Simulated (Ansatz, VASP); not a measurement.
# Ni: VASP beside Ansatz

The input INCAR:

```
SYSTEM = Ni
ALGO     = Normal         ! electronic algorithm
EDIFF    = 1E-6           ! SCF threshold, eV
ENCUT    = 520            ! plane-wave cutoff, eV
GGA      = CA             ! functional
ISIF     = 2              ! what is computed and relaxed
ISMEAR   = -1             ! smearing method
LASPH    = .True.         ! aspherical terms in the spheres
LCHARG   = .False.        ! write CHGCAR
LREAL    = .False.        ! projectors in reciprocal space
LWAVE    = .False.        ! write WAVECAR
NBANDS   = 17             ! bands
NELM     = 100            ! most SCF steps
PREC     = Accurate       ! precision mode
SIGMA    = 0.1            ! smearing width, eV
```

KPOINTS

```
k-points
0
Gamma
  15 15 15
  0 0 0
```

Contents of POSCAR:

```
Ni
1.0
    0.0000000000      1.7619350000      1.7619350000
   -1.7619350000      1.7619350000      0.0000000000
   -1.7619350000     -1.7619350000      3.5238700000
Ni
2
Direct
    0.0000000000      0.0000000000      0.0000000000
    0.0000000000      0.5000000000      0.5000000000
```

Input for Ansatz:

```yaml
crystal:
  lattice:
    - [0.0, 1.761935, 1.761935]
    - [-1.761935, 1.761935, 0.0]
    - [-1.761935, -1.761935, 3.52387]
  atoms:
    - { symbol: Ni, position: [0.0, 0.0, 0.0] }
    - { symbol: Ni, position: [0.0, 0.5, 0.5] }
kpoints:
  mp_grid: { grid: [15, 15, 15] }
scf:
  occupations: { method: fermi_dirac, width: 0.1 }
  lower_state_search: "off"
hamiltonian:
  xc: lda
  pseudopotentials: { kind: paw }
output:
  forces: true
  stress: true
  eigenvalues: true
```

Alike in both runs: task single point; functional LDA; k mesh 15 × 15 × 15; occupations fermi-dirac, width 0.1 eV; no spin polarisation.

|  | VASP | Ansatz |
| --- | --- | --- |
| version | VASP 6.6.1 | Ansatz 0.2.0 |
| potentials or method | VASP PAW LDA potentials, release 64 (Ni) | PAW with Ansatz's default frozen-core files, scalar-relativistic |
| plane-wave cutoff (eV) | 520 | 420 |
| valence electrons in the cell | 20 | 36 |

```csv
,VASP,Ansatz,Ansatz less VASP
pressure (GPa),-18.1,-18.4,-0.23
```

LDA's correlation is that of Perdew and Zunger in VASP and of Perdew and Wang (1992) in Ansatz. VASP's potentials hold 20 valence electrons a cell and Ansatz's 36, so a difference there can come from the potentials and not from the codes.
